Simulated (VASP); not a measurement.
# C (Fd-3m) in VASP: single point with PBE

Aim: the single point of C with PBE.

Program: VASP 6.6.1. These are calculated values, not measurements. Logs are shortened: lines on timing, memory, paths and dates and some standing lists are left out, and cuts for length are marked.

### Step 1. The cell of the first run

Symmetry: Fd-3m, No. 227, cubic system. Conventional cell: a = 3.572 Å, b = 3.572 Å, c = 3.572 Å, α = 90.00°, β = 90.00°, γ = 90.00°. C (site symmetry -43m) has 4 C at 1.55 Å within 2.1 Å.

### Step 2. Single point, PBE

Input file INCAR:

```
PREC = Accurate
ENCUT = 600
EDIFF = 1E-6
ISMEAR = 0
SIGMA = 0.02
LREAL = False
LASPH = True
NELM = 120
ALGO = Normal
ISIF = 2
LWAVE = False
LCHARG = True
GGA = PE
LELF = True
LVHAR = True
NBANDS = 11
GGA_COMPAT = False
```

Input file KPOINTS:

```
regular mesh
0
Gamma
  12 12 12
```

Input file POSCAR:

```
C
1.0
    0.0000000000      1.7858396210      1.7858396210
    1.7858396210      0.0000000000      1.7858396210
    1.7858396210      1.7858396210      0.0000000000
C
2
Direct
    0.0000000000      0.0000000000      0.0000000000
    0.2500000000      0.2500000000      0.2500000000
```

Potentials or basis: VASP PAW PBE potentials, release 64 (C).

Launch:

```sh
$ cat potpaw_PBE.64/C/POTCAR > POTCAR
$ mpirun -np 1 vasp_std > vasp.out
```

OUTCAR:

```text
PREC = Accurate
   ENCUT = 600
   EDIFF = 1E-6
   ISMEAR = 0
   LREAL = False
   LASPH = True
   NELM = 120
   ISIF = 2
   GGA = PE

 ion  position               nearest neighbor table
   1  0.000  0.000  0.000-   2 1.55   2 1.55   2 1.55   2 1.55
   2  0.250  0.250  0.250-   1 1.55   1 1.55   1 1.55   1 1.55

  LATTYP: Found a face centered cubic cell.
 ALAT       =     3.5716792420

  Lattice vectors:

 A1 = (   0.0000000000,   1.7858396210,   1.7858396210)
 A2 = (   1.7858396210,   0.0000000000,   1.7858396210)
 A3 = (   1.7858396210,   1.7858396210,   0.0000000000)

Analysis of symmetry for initial positions (statically):
=====================================================================
 Subroutine PRICEL returns:
 Original cell was already a primitive cell.

 Routine SETGRP: Setting up the symmetry group for a
 face centered cubic supercell.

 Subroutine GETGRP returns: Found 48 space group operations
 (whereof 24 operations were pure point group operations)
 out of a pool of 48 trial point group operations.

The static configuration has the point symmetry T_d .
 The point group associated with its full space group is O_h .

Analysis of symmetry for dynamics (positions and initial velocities):
=====================================================================
 Subroutine PRICEL returns:
 Original cell was already a primitive cell.

 Routine SETGRP: Setting up the symmetry group for a
 face centered cubic supercell.

 Subroutine GETGRP returns: Found 48 space group operations
 (whereof 24 operations were pure point group operations)
 out of a pool of 48 trial point group operations.

The dynamic configuration has the point symmetry T_d .
 The point group associated with its full space group is O_h .

 Subroutine INISYM returns: Found 48 space group operations
 (whereof 24 operations are pure point group operations),
 and found     1 'primitive' translations

----------------------------------------------------------------------------------------

                                     Primitive cell

  volume of cell :      11.3909

  direct lattice vectors                    reciprocal lattice vectors
     0.000000000  1.785839621  1.785839621    -0.279980349  0.279980349  0.279980349
     1.785839621  0.000000000  1.785839621     0.279980349 -0.279980349  0.279980349
     1.785839621  1.785839621  0.000000000     0.279980349  0.279980349 -0.279980349

  length of vectors
     2.525558612  2.525558612  2.525558612     0.484940189  0.484940189  0.484940189

  position of ions in fractional coordinates (direct lattice)
     0.000000000  0.000000000  0.000000000
     0.250000000  0.250000000  0.250000000

  ion indices of the primitive-cell ions
   primitive index   ion index
                 1           1
                 2           2

----------------------------------------------------------------------------------------

 KPOINTS: regular mesh

Automatic generation of k-mesh.
 Grid dimensions read from file:
 generate k-points for:   12   12   12

 Generating k-lattice:

  Cartesian coordinates                     Fractional coordinates (reciprocal lattice)
    -0.023331696  0.023331696  0.023331696     0.083333333  0.000000000  0.000000000
     0.023331696 -0.023331696  0.023331696     0.000000000  0.083333333  0.000000000
     0.023331696  0.023331696 -0.023331696     0.000000000  0.000000000  0.083333333

  Length of vectors
     0.040411682  0.040411682  0.040411682

  Shift w.r.t. Gamma in fractional coordinates (k-lattice)
     0.000000000  0.000000000  0.000000000

 Subroutine IBZKPT returns following result:
 ===========================================

 Found     72 irreducible k-points:

 Following reciprocal coordinates:
            Coordinates               Weight
  0.000000  0.000000  0.000000      1.000000
  0.083333  0.000000  0.000000      8.000000
  0.166667  0.000000  0.000000      8.000000
  0.250000  0.000000  0.000000      8.000000
  0.333333  0.000000  0.000000      8.000000
  0.416667  0.000000  0.000000      8.000000
[... 16 lines left out ...]
  0.500000  0.166667  0.000000     24.000000
 -0.416667  0.166667  0.000000     24.000000
 [... further k-points ...]
   k-points           NKPTS =     72   k-points in BZ     NKDIM =     72   number of bands    NBANDS=     11
   number of dos      NEDOS =    301   number of ions     NIONS =      2
   total plane-waves  NPLWV =   8000
   dimension x,y,z NGX =    20 NGY =   20 NGZ =   20
   dimension x,y,z NGXF=    40 NGYF=   40 NGZF=   40
   ions per type =               2
   NGX,Y,Z   is equivalent  to a cutoff of  13.17, 13.17, 13.17 a.u.
   NGXF,Y,Z  is equivalent  to a cutoff of  26.33, 26.33, 26.33 a.u.
 SYSTEM =  unknown system
   PREC   = accura    normal or accurate (medium, high low for compatibility)
   ISTART =      0    job   : 0-new  1-cont  2-samecut
   ICHARG =      2    charge: 1-file 2-atom 10-const
   ISPIN  =      1    spin polarized calculation?
   LNONCOLLINEAR =      F non collinear calculations
   LSORBIT =      F    spin-orbit coupling
   LASPH  =      T    aspherical Exc in radial PAW
   ENCUT  =  600.0 eV  44.10 Ry    6.64 a.u.   5.04  5.04  5.04*2*pi/ulx,y,z
   NELM   =    120;   NELMIN=  2; NELMDL= -5     # of ELM steps
   EDIFF  = 0.1E-05   stopping-criterion for ELM
   LREAL  =      F    real-space projection
   EDIFFG = 0.1E-04   stopping-criterion for IOM
   NSW    =      0    number of steps for IOM
   IBRION =     -1    ionic relax: 0-MD 1-quasi-New 2-CG
   NFREE  =      0    steps in history (QN), initial steepest desc. (CG)
   ISIF   =      2    stress and relaxation
   ISYM   =      2    0-nonsym 1-usesym 2-fastsym
   POTIM  = 0.5000    time-step for ionic-motion
   TEBEG  =    0.0;   TEEND  =   0.0 temperature during run
   PSTRESS=    0.0 pullay stress
   NELECT =       8.0000    total number of electrons
   NUPDOWN=      -1.0000    fix difference up-down
   EMIN   =  10.00;   EMAX   =-10.00  energy-range for DOS
   EFERMI =   0.00;   METHOD = LEGACY
   ISMEAR =     0;   SIGMA  =   0.02  broadening in eV -4-tet -1-fermi 0-gaus
   EFERMI_NEDOS =   21; number of points for ismear=-14 and -15
   IALGO  =     38    algorithm
   IMIX   =      4    mixing-type and parameters
     AMIX     =   0.40;   BMIX     =  1.00
     AMIX_MAG =   1.60;   BMIX_MAG =  1.00
  volume/ion in A,a.u.               =       5.70        38.43
  Fermi-wavevector in a.u.,A,eV,Ry     =   1.455188  2.749906 28.811309  2.117571
  Thomas-Fermi vector in A             =   2.572251
   LORBIT       =      0    0 simple, 1 ext, 2 COOP (PROOUT), +10 PAW based schemes
   GGA     = PE    functional components
   LHFCALC =     F    Hartree Fock is set to
   AEXX    =    0.0000 exact exchange contribution
   IVDW    =     0    specifies the selected vdW correction
   LEPSILON=     F    determine dielectric tensor
   LRPA    =     F    only Hartree local field effects (RPA)
 non-spin polarized calculation
 Gauss-broadening in eV      SIGMA  =   0.02
  energy-cutoff  :      600.00
  volume of cell :       11.39
 maximum number of plane-waves:       392
   NGX =  9   NGY =  9   NGZ =  9

 number of electron       7.9999999 magnetization

 Free energy of the ion-electron system (eV)
  ---------------------------------------------------
  ext. energy  EPLUGINS =         0.00000000
  ---------------------------------------------------
  free energy    TOTEN  =       -18.19049228 eV

  energy without entropy =      -18.19049228  energy(sigma->0) =      -18.19049228

 E-fermi :   9.7718     XC(G=0): -13.2299

 val. band max:        9.6685473970   @ k =   0.0000   0.0000   0.0000
 cond. band min:      13.8126040713   @ k =   0.3333   0.3333   0.0000
 fundamental gap:      4.1440566742
 Fermi energy:         9.7718307713

 k-point     1 :       0.0000    0.0000    0.0000
  band No.  band energies     occupation
      1     -11.7522      2.00000
      2       9.6685      2.00000
      3       9.6685      2.00000
      4       9.6685      2.00000
      5      15.2474      0.00000
      6      15.2474      0.00000
      7      15.2474      0.00000
      8      22.9048      0.00000
      9      28.9106      0.00000
     10      36.1592      0.00000
     11      36.1592      0.00000

 k-point     2 :       0.0833    0.0000    0.0000
  band No.  band energies     occupation
      1     -11.5606      2.00000
      2       8.4465      2.00000
      3       9.3473      2.00000
      4       9.3473      2.00000
      5      15.6682      0.00000
      6      15.6682      0.00000
      7      15.9569      0.00000
      8      23.0724      0.00000
      9      29.2301      0.00000
     10      34.0414      0.00000
     11      34.0414      0.00000

 k-point     3 :       0.1667    0.0000    0.0000
  band No.  band energies     occupation
      1     -10.9877      2.00000
      2       5.9240      2.00000
      3       8.6498      2.00000
      4       8.6498      2.00000
      5      16.5833      0.00000
      6      16.5833      0.00000
      7      17.0355      0.00000
      8      23.5561      0.00000
      9      29.8985      0.00000
     10      32.4502      0.00000
     11      32.4502      0.00000

 k-point     4 :       0.2500    0.0000    0.0000
  band No.  band energies     occupation
      1     -10.0424      2.00000
      2       3.0969      2.00000
      3       7.9300      2.00000
      4       7.9300      2.00000
      5      17.4378      0.00000
      6      17.4378      0.00000
      7      17.7749      0.00000
      8      24.2355      0.00000
      9      30.3250      0.00000
     10      32.0327      0.00000
     11      32.0327      0.00000
[... 239 lines left out ...]
 k-point    22 :       0.4167    0.1667    0.0000
  band No.  band energies     occupation
      1      -7.5939      2.00000
      2      -0.0767      2.00000
      3       5.4108      2.00000
      4       5.6319      2.00000
      5      16.3297      0.00000
      6      20.6276      0.00000
      7      20.7293      0.00000
      8      22.3209      0.00000
      9      30.6877      0.00000
     10      32.0469      0.00000
     11      37.0147      0.00000

 k-point    23 :       0.5000    0.1667    0.0000
  band No.  band energies     occupation
      1      -6.0198      2.00000
      2      -2.3067      2.00000
      3       4.6963      2.00000
      4       5.7186      2.00000
      5      16.7512      0.00000
      6      20.3598      0.00000
      7      20.8415      0.00000
      8      23.9125      0.00000
      9      29.7561      0.00000
     10      33.4038      0.00000
     11      36.2009      0.00000

 k-point    24 :      -0.4167    0.1667    0.0000
  band No.  band energies     occupation
      1      -5.5933      2.00000
      2      -2.8190      2.00000
      3       4.2119      2.00000
      4       6.0952      2.00000
      5      17.1871      0.00000
      6      19.8717      0.00000
      7      20.8195      0.00000
      8      25.0568      0.00000
      9      29.0658      0.00000
     10      33.8087      0.00000
     11      34.1561      0.00000

 [... further k-points ...]
[... 5 lines left out ...]
  --------------------------------------------------------------------------------------
  -------------------------------------------------------------------------------------
  Total       -0.0029789     -0.0029789     -0.0029789     -0.0000000      0.0000000     -0.0000000
  in kB       -0.4189994     -0.4189994     -0.4189994     -0.0000000      0.0000000     -0.0000000
  external PRESSURE =      -0.4189994 kB  Pullay stress =       0.0000000 kB

 VOLUME and BASIS-vectors are now :
 -----------------------------------------------------------------------------
  energy-cutoff  :      600.00
  volume of cell :       11.39
      direct lattice vectors                 reciprocal lattice vectors
     0.000000000  1.785839621  1.785839621    -0.279980349  0.279980349  0.279980349
     1.785839621  0.000000000  1.785839621     0.279980349 -0.279980349  0.279980349
     1.785839621  1.785839621  0.000000000     0.279980349  0.279980349 -0.279980349

 POSITION                                       TOTAL-FORCE (eV/Angst)
 -----------------------------------------------------------------------------------
      0.00000      0.00000      0.00000        -0.000000     -0.000000     -0.000000
      0.89292      0.89292      0.89292         0.000000      0.000000      0.000000
 -----------------------------------------------------------------------------------
    total drift:                                0.000000      0.000000      0.000000

  FREE ENERGIE OF THE ION-ELECTRON SYSTEM (eV)
  ---------------------------------------------------
  free  energy   TOTEN  =       -18.1904922850 eV

  energy  without entropy=      -18.1904922850  energy(sigma->0) =      -18.19049228
```

Run time: 9.1 s. Hardware: 1 thread of Intel Xeon Platinum 8488C (Sapphire Rapids), shared host; peak memory 0.12 GiB.

Results:

```yaml
Free_energy: -18.1905 eV
Pressure: 0.0 GPa
Band_gap_on_the_k_mesh: 4.14 eV, indirect (least direct gap 5.58 eV)
```

Levels at points of the mesh, in eV from the valence-band top:
| k point | band 2 | band 3 | band 4 | band 5 | band 6 | band 7 |
| --- | --- | --- | --- | --- | --- | --- |
| (0.00, 0.00, 0.00) | 0.00 | 0.00 | 0.00 | 5.58 | 5.58 | 5.58 |
| (0.50, 0.00, 0.00) | -13.33 | -2.79 | -2.79 | 8.44 | 8.44 | 8.79 |
| (0.50, 0.50, 0.00) | -12.73 | -6.27 | -6.27 | 4.75 | 4.75 | 16.74 |

A k mesh can miss the band edges. As with any semilocal functional, this PBE gap is likely too small.
